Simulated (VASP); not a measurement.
# HfTi (P-6m2) in VASP: single point with LDA

Aim: the single point of HfTi with LDA.

Everything below comes from runs of VASP 6.6.1. Logs are shortened: lines on timing, memory, paths and dates and some standing lists are left out, and cuts for length are marked.

**1. The cell of the first run**

Symmetry: P-6m2, No. 187, hexagonal system. The conventional cell has a = 3.086 Å, b = 3.086 Å, c = 4.829 Å, α = 90.00°, β = 90.00°, γ = 120.00°. Within 4.0 Å of Hf (site symmetry -6m2) lie 6 Ti at 3.00 Å and 6 Hf at 3.09 Å. Within 4.0 Å of Ti (site symmetry -6m2) lie 6 Hf at 3.00 Å and 6 Ti at 3.09 Å.

**2. Single point, LDA**

File INCAR:

```
SYSTEM = HfTi
PREC = Accurate ; ENCUT = 500
EDIFF = 1E-6 ; ISMEAR = 1
SIGMA = 0.15 ; LREAL = .False.
LASPH = .True. ; NELM = 120
ALGO = Normal ; ISIF = 2
LWAVE = .False. ; LCHARG = .False.
NBANDS = 18 ; GGA_COMPAT = .False.
```

File KPOINTS:

```
Automatic mesh
0
Gamma
  10 10 5
  0 0 0
```

File POSCAR:

```
HfTi
1.0
    3.0861483000      0.0000000000      0.0000000000
   -1.5430741500      2.6726828300      0.0000000000
    0.0000000000      0.0000000000      4.8292593400
Hf Ti
1 1
Direct
    0.6666666700      0.3333333300      0.5000000000
    0.3333333300      0.6666666700      0.0000000000
```

Potentials or basis: VASP PAW LDA potentials, release 64 (Hf_pv, Ti_sv).

Started as:

```bash
$ cat potpaw_LDA.64/Hf_pv/POTCAR potpaw_LDA.64/Ti_sv/POTCAR > POTCAR
$ mpirun -np 1 vasp_std > vasp.out
```

OUTCAR:

```text
SYSTEM = HfTi
   PREC = Accurate
   ENCUT = 500
   EDIFF = 1E-6
   ISMEAR = 1
   LREAL = .False.
   LASPH = .True.
   NELM = 120
   ISIF = 2

 ion  position               nearest neighbor table
   1  0.667  0.333  0.500-   2 3.00   2 3.00   2 3.00   2 3.00   2 3.00   2 3.00
   2  0.333  0.667  0.000-   1 3.00   1 3.00   1 3.00   1 3.00   1 3.00   1 3.00

  LATTYP: Found a hexagonal cell.
 ALAT       =     3.0861483000
 C/A-ratio  =     1.5648176531

  Lattice vectors:

 A1 = (   3.0861483000,   0.0000000000,   0.0000000000)
 A2 = (  -1.5430741500,   2.6726828300,   0.0000000000)
 A3 = (   0.0000000000,   0.0000000000,   4.8292593400)

Analysis of symmetry for initial positions (statically):
=====================================================================
 Subroutine PRICEL returns:
 Original cell was already a primitive cell.

 Routine SETGRP: Setting up the symmetry group for a
 hexagonal supercell.

 Subroutine GETGRP returns: Found 12 space group operations
 (whereof 12 operations were pure point group operations)
 out of a pool of 24 trial point group operations.

The static configuration has the point symmetry D_3h.

Analysis of symmetry for dynamics (positions and initial velocities):
=====================================================================
 Subroutine PRICEL returns:
 Original cell was already a primitive cell.

 Routine SETGRP: Setting up the symmetry group for a
 hexagonal supercell.

 Subroutine GETGRP returns: Found 12 space group operations
 (whereof 12 operations were pure point group operations)
 out of a pool of 24 trial point group operations.

The dynamic configuration has the point symmetry D_3h.

 Subroutine INISYM returns: Found 12 space group operations
 (whereof 12 operations are pure point group operations),
 and found     1 'primitive' translations

----------------------------------------------------------------------------------------

                                     Primitive cell

  volume of cell :      39.8332

  direct lattice vectors                    reciprocal lattice vectors
     3.086148300  0.000000000  0.000000000     0.324028499  0.187077941  0.000000000
    -1.543074150  2.672682830  0.000000000     0.000000000  0.374155881  0.000000000
     0.000000000  0.000000000  4.829259340     0.000000000  0.000000000  0.207071091

  length of vectors
     3.086148300  3.086148302  4.829259340     0.374155882  0.374155881  0.207071091

  position of ions in fractional coordinates (direct lattice)
     0.666666670  0.333333330  0.500000000
[... 78 lines left out ...]
   EDIFF  = 0.1E-05   stopping-criterion for ELM
   LREAL  =      F    real-space projection
   EDIFFG = 0.1E-04   stopping-criterion for IOM
   NSW    =      0    number of steps for IOM
   IBRION =     -1    ionic relax: 0-MD 1-quasi-New 2-CG
   NFREE  =      0    steps in history (QN), initial steepest desc. (CG)
   ISIF   =      2    stress and relaxation
   ISYM   =      2    0-nonsym 1-usesym 2-fastsym
   POTIM  = 0.5000    time-step for ionic-motion
   TEBEG  =    0.0;   TEEND  =   0.0 temperature during run
   PSTRESS=    0.0 pullay stress
   NELECT =      22.0000    total number of electrons
   NUPDOWN=      -1.0000    fix difference up-down
   EMIN   =  10.00;   EMAX   =-10.00  energy-range for DOS
   EFERMI =   0.00;   METHOD = LEGACY
   ISMEAR =     1;   SIGMA  =   0.15  broadening in eV -4-tet -1-fermi 0-gaus
   EFERMI_NEDOS =   21; number of points for ismear=-14 and -15
   IALGO  =     38    algorithm
   IMIX   =      4    mixing-type and parameters
     AMIX     =   0.40;   BMIX     =  1.00
     AMIX_MAG =   1.60;   BMIX_MAG =  1.00
  volume/ion in A,a.u.               =      19.92       134.40
  Fermi-wavevector in a.u.,A,eV,Ry     =   1.343180  2.538242 24.546705  1.804132
  Thomas-Fermi vector in A             =   2.471274
   LORBIT       =      0    0 simple, 1 ext, 2 COOP (PROOUT), +10 PAW based schemes
   GGA     = CA    functional components
   LHFCALC =     F    Hartree Fock is set to
   AEXX    =    0.0000 exact exchange contribution
   IVDW    =     0    specifies the selected vdW correction
   LEPSILON=     F    determine dielectric tensor
   LRPA    =     F    only Hartree local field effects (RPA)
 non-spin polarized calculation
 Methfessel and Paxton  Order N= 1 SIGMA  =   0.15
  energy-cutoff  :      500.00
  volume of cell :       39.83
 maximum number of plane-waves:      1026
 NGX is ok and might be reduce to    24
   NGX = 11   NGY = 11   NGZ = 17

 number of electron      22.0000000 magnetization

 Free energy of the ion-electron system (eV)
  ---------------------------------------------------
  ext. energy  EPLUGINS =         0.00000000
  ---------------------------------------------------
  free energy    TOTEN  =       -19.07335917 eV

  energy without entropy =      -19.07920722  energy(sigma->0) =      -19.07530852

 E-fermi :   6.1797     XC(G=0): -11.5898

 val. band max:        6.1408866176   @ k =   0.1000   0.0000   0.2000
 cond. band min:       6.1934417617   @ k =   0.3000   0.3000   0.4000
 fundamental gap:      0.0525551440
 Fermi energy:         6.1796765471

 k-point     1 :       0.0000    0.0000    0.0000
  band No.  band energies     occupation
      1     -50.0701      2.00000
      2     -26.8221      2.00000
      3     -26.5037      2.00000
      4     -26.5037      2.00000
      5     -24.0576      2.00000
      6     -23.6168      2.00000
[... 481 lines left out ...]
      5     -24.3699      2.00000
      6     -23.9907      2.00000
[... 10 lines left out ...]
     17      10.3456      0.00000
     18      12.4583      0.00000

 [... further k-points ...]

------------------------ aborting loop because EDIFF is reached ----------------------------------------

  FORCE on cell =-STRESS in cart. coord.  units (eV):
  Direction    XX          YY          ZZ          XY          YZ          ZX
  --------------------------------------------------------------------------------------
  -------------------------------------------------------------------------------------
  Total       -1.8294600     -1.8294600     -1.9811788     -0.0000000     -0.0000000      0.0000000
  in kB      -73.5849082    -73.5849083    -79.6873725     -0.0000000     -0.0000000      0.0000000
  external PRESSURE =     -75.6190630 kB  Pullay stress =       0.0000000 kB

 VOLUME and BASIS-vectors are now :
 -----------------------------------------------------------------------------
  energy-cutoff  :      500.00
  volume of cell :       39.83
      direct lattice vectors                 reciprocal lattice vectors
     3.086148300  0.000000000  0.000000000     0.324028499  0.187077941  0.000000000
    -1.543074150  2.672682830  0.000000000     0.000000000  0.374155881  0.000000000
     0.000000000  0.000000000  4.829259340     0.000000000  0.000000000  0.207071091

 POSITION                                       TOTAL-FORCE (eV/Angst)
 -----------------------------------------------------------------------------------
      1.54307      0.89089      2.41463         0.000000     -0.000000      0.000000
     -0.00000      1.78179      0.00000        -0.000000      0.000000      0.000000
 -----------------------------------------------------------------------------------
    total drift:                                0.000026     -0.000015      0.000000

  FREE ENERGIE OF THE ION-ELECTRON SYSTEM (eV)
  ---------------------------------------------------
  free  energy   TOTEN  =       -19.0733591734 eV

  energy  without entropy=      -19.0792072219  energy(sigma->0) =      -19.07530852
```

Wall time 47 s (1 thread of Intel Xeon 8259CL, shared host); peak memory 0.16 GiB.

What came out:

| Property | Result |
| --- | --- |
| Free energy | -19.0734 eV |
| Pressure | -7.6 GPa |
| Band gap on the k mesh | zero (band 11 reaches 6.93 eV, above the bottom of band 12 at 5.90 eV) |

Caveat: spin-orbit coupling is left out, which moves the levels of the heavy elements.
